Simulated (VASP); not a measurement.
Zr3S2, 5 atoms in the cell. The typed cell holds 5 atoms: a = 4.986 Å, b = 4.986 Å, c = 4.876 Å, α = 90.00°, β = 90.00°, γ = 120.00°. The cell was built from a structure type or drawn by symmetry, and may not be a known phase.

```yaml
Program: VASP 6.6.1
Task: single point
Functional: PBE
Potentials_or_basis: VASP PAW PBE potentials, release 64 (Zr_sv, S)
Cutoff: 520 eV
k_mesh: 6 × 6 × 2
Occupations: gaussian, width 0.1 eV
Spin: no spin polarisation
Dipole_correction: no
Further_INCAR_settings: ALGO = Normal; EDIFF = 1e-06; NBANDS = 32
```

Potentials or basis: VASP PAW PBE potentials, release 64 (Zr_sv, S).

Command:

```bash
$ cat potpaw_PBE.64/Zr_sv/POTCAR potpaw_PBE.64/S/POTCAR > POTCAR
$ mpirun -np 1 vasp_std > vasp.out
```

Hardware: 1 thread of AMD EPYC 9R45 96-Core Processor (Zen 5) (shared host).

**Question.** Estimate the wall time of this run.

**Answer.** It took 30 s on 1 thread of AMD EPYC 9R45 96-Core Processor (Zen 5) (shared host), peak memory 0.2 GiB. Counts: scf iterations 14, k points 14.
